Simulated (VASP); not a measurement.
Runs of VASP 6.6.1 on LaOs3. The structure is that of space group Pm-3m (No. 221), or close to it. The cells are those of the table. 

```csv
level,cell,gap on the mesh (eV),pressure (GPa)
PBEsol,"a = 4.147 Å, 4 atoms",none,(b)
PBE,"a = 4.202 Å, 4 atoms",none,(a)
PBE,"a = 4.119 Å, 4 atoms",none,4.1
PBE,"a = 4.281 Å, 4 atoms",none,-14.5
PBE,"a = 4.091 Å, 4 atoms",none,8.6
```

Alike in all rows: task single point; potentials or basis VASP PAW PBE potentials, release 64 (La, Os); no spin polarisation; k mesh 8 × 8 × 8; cutoff (eV) 520; smearing gaussian 0.05 eV.

Q: Fill in the values left out.

A: (a) -6.8; (b) -7.6.

Caveats: spin-orbit coupling is left out, which moves the levels of the heavy elements; the cell stands under tension (at least some runs); the cell stands under pressure (at least some runs); the PAW data sets were made with another functional, which shifts forces and pressure a little (at least some runs).

A k mesh can miss the band edges, and the runs leave out spin-orbit coupling on La, Os.

A gap of «none» marks levels without a gap at the run's occupations.
